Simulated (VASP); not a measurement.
## B: relaxation of cell and atoms with PBE

The system is B.

```xyz
2
Lattice="0.0000 1.8368 1.8368 1.8368 0.0000 1.8368 1.8368 1.8368 0.0000" Properties=species:S:1:pos:R:3 pbc="T T T"
B    -0.4592   -0.4592   -0.4592
B     0.4592    0.4592    0.4592
```

- Program: VASP 6.6.1
- Task: relaxation of cell and atoms
- Functional: PBE
- Potentials or basis: VASP PAW PBE potentials, release 64 (B)
- Cutoff: 600 eV
- k mesh: 17 × 17 × 17
- Occupations: fermi-dirac, width 0.1 eV
- Spin: no spin polarisation
- Target pressure: 42 GPa
- Dipole correction: no
- Further INCAR settings: ALGO = Normal; EDIFF = 1e-07; IBRION = 2; EDIFFG = -0.005; NSW = 60; ISIF = 3

The relaxed volume is 6.98 Å³/atom. The relaxed cell is a = 2.703 Å, b = 2.703 Å, c = 2.703 Å, α = 60.00°, β = 60.00°, γ = 60.00° and the space group after relaxing (to 0.05 Å) is Fd-3m (No. 227). The energy change on relaxing (the enthalpy is what falls) is -307.4 meV/atom, the ionic steps are 4 and the pressure after relaxing is 42.0 GPa. The band gap on the k mesh is zero (band 3 reaches 9.84 eV, above the bottom of band 4 at 1.84 eV).

The path:
```csv
step,energy change (eV),largest force (eV/Å),pressure (GPa),volume (Å³)
1,0.0000,0.0000,86.85,12.39
2,-0.8950,0.0000,10.34,15.77
3,-0.6234,0.0000,41.28,14.00
4,-0.6148,0.0000,42.03,13.97
```

Final structure:
```
B
1.0
     0.00000    1.91137    1.91137
     1.91137    0.00000    1.91137
     1.91137    1.91137    0.00000
B
2
Direct
  0.87500 0.87500 0.87500
  0.12500 0.12500 0.12500
```

Levels at points of the mesh, in eV from the Fermi level:
```tsv
k point	band 1	band 2	band 3	band 4	band 5	band 6
(0.00, 0.00, 0.00)	-14.20	4.66	4.66	4.66	9.12	9.12
```

It took 14 s on 1 thread of Intel(R) Xeon(R) 6975P-C (Granite Rapids), with other jobs on the host, peak memory 0.13 GiB.

Caveat: the cell is relaxed towards a set pressure, so the enthalpy falls and the energy may rise.
